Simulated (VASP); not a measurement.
# Rh (Fm-3m) in VASP: further runs, part 2 of 2

VASP 6.6.1. Earlier steps stand in the parts before.

### 3 Single point, PBEsol

This run uses another cell than the first one: it holds 6 atoms, not 1.

INCAR

```
ALGO     = Fast           # electronic algorithm
EDIFF    = 1E-6           # SCF threshold, eV
ENCUT    = 520            # plane-wave cutoff, eV
GGA      = PS             # functional
ISIF     = 2              # what is computed and relaxed
ISMEAR   = 0              # smearing method
LASPH    = T              # aspherical terms in the spheres
LCHARG   = F              # write CHGCAR
LREAL    = F              # projectors in reciprocal space
LWAVE    = F              # write WAVECAR
NBANDS   = 54             # bands
NELM     = 100            # most SCF steps
PREC     = Accurate       # precision mode
SIGMA    = 0.15           # smearing width, eV
```

KPOINTS

```
k-points
0
Gamma
  19 19 4
```

POSCAR

```
Rh
1.0
    1.8900871202     -1.8900871202      0.0000000000
    1.8900871202      0.0000000000     -1.8900871202
    7.5603484810      7.5603484810      7.5603484810
Rh
6
Direct
    0.6666666667      0.6666666667      0.1666666667
    0.0000000000      0.0000000000      0.0000000000
    0.3333333333      0.3333333333      0.3333333333
    0.6666666667      0.6666666667      0.6666666667
    0.0000000000      0.0000000000      0.5000000000
    0.3333333333      0.3333333333      0.8333333333
```

Potentials or basis: VASP PAW PBE potentials, release 64 (Rh_pv).

Started as:

```
> cat potpaw_PBE.64/Rh_pv/POTCAR > POTCAR
> mpirun -np 1 vasp_std > vasp.out
```

OUTCAR:

```text
EDIFF = 1E-6
   ENCUT = 520
   GGA = PS
   ISIF = 2
   ISMEAR = 0
   LASPH = T
   LREAL = F
   NELM = 100
   PREC = Accurate

 ion  position               nearest neighbor table
   1  0.667  0.667  0.167-   3 2.67   3 2.67   3 2.67   2 2.67   2 2.67   2 2.67
   2  0.000  0.000  0.000-   1 2.67   6 2.67   1 2.67   1 2.67   6 2.67   6 2.67
   3  0.333  0.333  0.333-   1 2.67   1 2.67   1 2.67   5 2.67   5 2.67   5 2.67
   4  0.667  0.667  0.667-   6 2.67   6 2.67   6 2.67   5 2.67   5 2.67   5 2.67
   5  0.000  0.000  0.500-   3 2.67   4 2.67   4 2.67   4 2.67   3 2.67   3 2.67
   6  0.333  0.333  0.833-   4 2.67   4 2.67   4 2.67   2 2.67   2 2.67   2 2.67

  LATTYP: Found a hexagonal cell.
 ALAT       =     2.6729868395
 C/A-ratio  =     4.8989794857

  Lattice vectors:

 A1 = (  -1.8900871202,   0.0000000000,   1.8900871202)
 A2 = (   1.8900871202,  -1.8900871202,   0.0000000000)
 A3 = (   7.5603484810,   7.5603484810,   7.5603484810)

Analysis of symmetry for initial positions (statically):
=====================================================================
 Subroutine PRICEL returns following result:

  LATTYP: Found a face centered cubic cell.
 ALAT       =     3.7801742410

  Lattice vectors:

 A1 = (  -1.8900871206,  -1.8900871204,  -0.0000000002)
 A2 = (  -0.0000000011,  -1.8900871208,   1.8900871196)
 A3 = (  -1.8900871202,   0.0000000000,   1.8900871202)

   6 primitive cells build up your supercell.

 Routine SETGRP: Setting up the symmetry group for a
 hexagonal supercell.

 Subroutine GETGRP returns: Found 12 space group operations
 (whereof 12 operations were pure point group operations)
 out of a pool of 24 trial point group operations.

The static configuration has the point symmetry D_3d.

Analysis of symmetry for dynamics (positions and initial velocities):
=====================================================================
 Subroutine PRICEL returns following result:

  LATTYP: Found a face centered cubic cell.
[... 132 lines left out ...]
   IALGO  =     68    algorithm
   IMIX   =      4    mixing-type and parameters
     AMIX     =   0.40;   BMIX     =  1.00
     AMIX_MAG =   1.60;   BMIX_MAG =  1.00
  volume/ion in A,a.u.               =      13.50        91.13
  Fermi-wavevector in a.u.,A,eV,Ry     =   1.695431  3.203900 39.109756  2.874486
  Thomas-Fermi vector in A             =   2.776476
   LORBIT       =      0    0 simple, 1 ext, 2 COOP (PROOUT), +10 PAW based schemes
   GGA     = PS    functional components
   LHFCALC =     F    Hartree Fock is set to
   AEXX    =    0.0000 exact exchange contribution
   IVDW    =     0    specifies the selected vdW correction
   LEPSILON=     F    determine dielectric tensor
   LRPA    =     F    only Hartree local field effects (RPA)
 non-spin polarized calculation
 RMM-DIIS sequential band-by-band and
 Gauss-broadening in eV      SIGMA  =   0.15
  energy-cutoff  :      520.00
  volume of cell :       81.03
 maximum number of plane-waves:      2217
   NGX =  9   NGY =  9   NGZ = 49

 number of electron      90.0000012 magnetization

 Free energy of the ion-electron system (eV)
  ---------------------------------------------------
  ext. energy  EPLUGINS =         0.00000000
  ---------------------------------------------------
  free energy    TOTEN  =       -48.87240374 eV

  energy without entropy =      -48.78632133  energy(sigma->0) =      -48.82936254

 E-fermi :  12.0818     XC(G=0): -14.3342

 val. band max:       12.0779869439   @ k =   0.3158   0.0526   0.5000
 cond. band min:      12.0831260813   @ k =  -0.4737   0.0526   0.2500
 fundamental gap:      0.0051391374
 Fermi energy:        12.0817749034

 k-point     1 :       0.0000    0.0000    0.0000
  band No.  band energies     occupation
      1     -35.0640      2.00000
      2     -34.8736      2.00000
      3     -34.8736      2.00000
      4     -34.4821      2.00000
      5     -34.4821      2.00000
      6     -34.3875      2.00000
[... 1357 lines left out ...]
     53      16.9654      0.00000
     54      20.4366      0.00000

 [... further k-points ...]
[... 5 lines left out ...]
  --------------------------------------------------------------------------------------
  -------------------------------------------------------------------------------------
  Total        0.0229935      0.0229935      0.0229935     -0.0108506     -0.0108506     -0.0108506
  in kB        0.4546620      0.4546620      0.4546620     -0.2145544     -0.2145544     -0.2145544
  external PRESSURE =       0.4546620 kB  Pullay stress =       0.0000000 kB

 VOLUME and BASIS-vectors are now :
 -----------------------------------------------------------------------------
  energy-cutoff  :      520.00
  volume of cell :       81.03
      direct lattice vectors                 reciprocal lattice vectors
     1.890087120 -1.890087120  0.000000000     0.176358714 -0.352717427  0.176358714
     1.890087120  0.000000000 -1.890087120     0.176358714  0.176358714 -0.352717427
     7.560348481  7.560348481  7.560348481     0.044089678  0.044089678  0.044089678

 POSITION                                       TOTAL-FORCE (eV/Angst)
 -----------------------------------------------------------------------------------
      3.78017      0.00000      0.00000         0.000000     -0.000000     -0.000000
      0.00000      0.00000      0.00000         0.000000      0.000000      0.000000
      3.78017      1.89009      1.89009        -0.000000      0.000000      0.000000
      7.56035      3.78017      3.78017         0.000000     -0.000000      0.000000
      3.78017      3.78017      3.78017         0.000000      0.000000      0.000000
      7.56035      5.67026      5.67026        -0.000000      0.000000      0.000000
 -----------------------------------------------------------------------------------
    total drift:                                0.000000      0.000000      0.000000

  FREE ENERGIE OF THE ION-ELECTRON SYSTEM (eV)
  ---------------------------------------------------
  free  energy   TOTEN  =       -48.8724037400 eV

  energy  without entropy=      -48.7863213326  energy(sigma->0) =      -48.82936254
```

OSZICAR:

```text
N       E                     dE             d eps       ncg     rms          rms(c)
DAV:   1     0.122687421075E+04    0.12269E+04   -0.54742E+04 16744   0.195E+03
DAV:   2    -0.231676268211E+01   -0.12292E+04   -0.11991E+04 16892   0.617E+02
DAV:   3    -0.518751910612E+02   -0.49558E+02   -0.46765E+02 17332   0.128E+02
DAV:   4    -0.526462521416E+02   -0.77106E+00   -0.76807E+00 16872   0.156E+01
DAV:   5    -0.526577101263E+02   -0.11458E-01   -0.11457E-01 17330   0.190E+00    0.282E+01
RMM:   6    -0.489938798249E+02    0.36638E+01   -0.11462E+01 16202   0.192E+01    0.905E+00
RMM:   7    -0.488993474451E+02    0.94532E-01   -0.12335E+00 16287   0.462E+00    0.337E+00
RMM:   8    -0.488983760742E+02    0.97137E-03   -0.35920E-01 16309   0.396E+00    0.190E+00
RMM:   9    -0.488719731063E+02    0.26403E-01   -0.82591E-02 16697   0.183E+00    0.798E-02
RMM:  10    -0.488724475020E+02   -0.47440E-03   -0.51844E-03 16671   0.400E-01    0.726E-02
RMM:  11    -0.488724108219E+02    0.36680E-04   -0.13678E-03 16636   0.257E-01    0.309E-02
RMM:  12    -0.488723976345E+02    0.13187E-04   -0.19440E-04 17743   0.102E-01    0.675E-03
RMM:  13    -0.488724035012E+02   -0.58667E-05   -0.54716E-05 17528   0.490E-02    0.501E-03
RMM:  14    -0.488724067025E+02   -0.32013E-05   -0.84203E-06 14731   0.199E-02    0.104E-02
RMM:  15    -0.488724042766E+02    0.24259E-05   -0.26473E-06 10295   0.113E-02    0.406E-03
RMM:  16    -0.488724037400E+02    0.53663E-06   -0.48136E-07  8401   0.385E-03
   1 F= -.48872404E+02 E0= -.48829363E+02  d E =-.860824E-01
```

Wall time 4.7 min (1 thread of Intel Xeon 6975P-C (Granite Rapids), shared host); peak memory 0.5 GiB.

What came out:

| Item | Value |
| --- | --- |
| Free energy | -48.8724 eV |
| Pressure | 0.0 GPa |
| Band gap on the k mesh | zero (band 45 reaches 12.85 eV, above the bottom of band 46 at 10.75 eV) |

Levels at points of the mesh, in eV from the Fermi level:
```csv
k point,band 40,band 41,band 42,band 43,band 44,band 45,band 46,band 47,band 48,band 49
"(0.00, 0.00, 0.00)",-2.09,-2.09,-1.12,-1.12,-1.12,-1.12,-1.01,-1.01,-0.23,-0.23
"(0.00, 0.00, 0.50)",-2.80,-1.07,-1.07,-1.07,-1.07,-0.85,-0.85,-0.85,-0.85,-0.33
```

Caveat: the PAW data sets were made with another functional, which shifts forces and pressure a little.
